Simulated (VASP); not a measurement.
Here is a VASP 6.6.1 calculation.

The input INCAR:

```
PREC = Accurate ; ENCUT = 600
EDIFF = 1E-6 ; ISMEAR = 0
SIGMA = 0.02 ; LREAL = F
LASPH = T ; NELM = 200
ALGO = Normal ; ISIF = 2
LWAVE = F ; LCHARG = F
ISPIN = 2 ; MAGMOM = 7 -7 0 0
LORBIT = 11 ; LMAXMIX = 6
LDAU = T ; LDAUTYPE = 2
LDAUL = 3 -1 ; LDAUU = 3 0
LDAUJ = 0 0 ; LDAUPRINT = 1
GGA = PE ; NBANDS = 35
GGA_COMPAT = F
```

Contents of KPOINTS:

```
Automatic mesh
0
Gamma
  6 8 8
```

File POSCAR:

```
EuS
1.0
    0.0000000000      0.0000000000      5.9570000000
    2.9785000000      2.9785000000      0.0000000000
   -2.9785000000      2.9785000000      0.0000000000
Eu S
2 2
Direct
    0.0000000000      0.0000000000      0.0000000000
    0.5000000000      0.5000000000      0.5000000000
    0.0000000000      0.5000000000      0.5000000000
    0.5000000000      0.0000000000      0.0000000000
```

Potentials or basis: VASP PAW PBE potentials, release 64 (Eu, S).

The run is started by

```console
$ cat potpaw_PBE.64/Eu/POTCAR potpaw_PBE.64/S/POTCAR > POTCAR
$ mpirun -np 1 vasp_std > vasp.out
```

Task: Predict the net moment.

Result: 0.00 μB per cell.

Task: What does it give for the band gap on the k mesh?

Result: Zero (filled and empty bands overlap).

Task: Predict the pressure.

Result: -0.3 GPa.

Eigenvalues of the final occupation matrices:
| site | spin | trace | eigenvalues |
| --- | --- | --- | --- |
| site 1 f | 1 | 6.77 | 0.96 0.96 0.97 0.97 0.97 0.97 0.97 |
| site 1 f | 2 | 0.01 | 0.00 0.00 0.00 0.00 0.00 0.00 0.00 |
| site 2 f | 1 | 0.01 | 0.00 0.00 0.00 0.00 0.00 0.00 0.00 |
| site 2 f | 2 | 6.77 | 0.96 0.96 0.97 0.97 0.97 0.97 0.97 |

Caveat: the antiferromagnetic order is the one typed at the start, and another may lie lower; spin-orbit coupling is left out, which moves the levels of the heavy elements. The state reached can hang on the start; a lower one may exist.

**What was measured.**

“Crystal-field mediated electronic transitions of EuS up to 35 GPa”, 2022, pmc:8786971 reports, for a powder of EuS at 300 K: band gap 1.72 eV (optical).

Against the measured gap of EuS, 1.72 eV (optical; 300 K; powder; “Crystal-field mediated electronic transitions of EuS up to 35 GPa”, 2022, pmc:8786971), the calculated 0.00 eV is off by -1.72 eV. So large a miss can be the level of theory's own, or it may mean another phase, state or a wrong row. Spin-orbit coupling on Eu is left out. The value is that of PBE+U on a finite k mesh, which can miss the band edges, without temperature or zero-point motion.
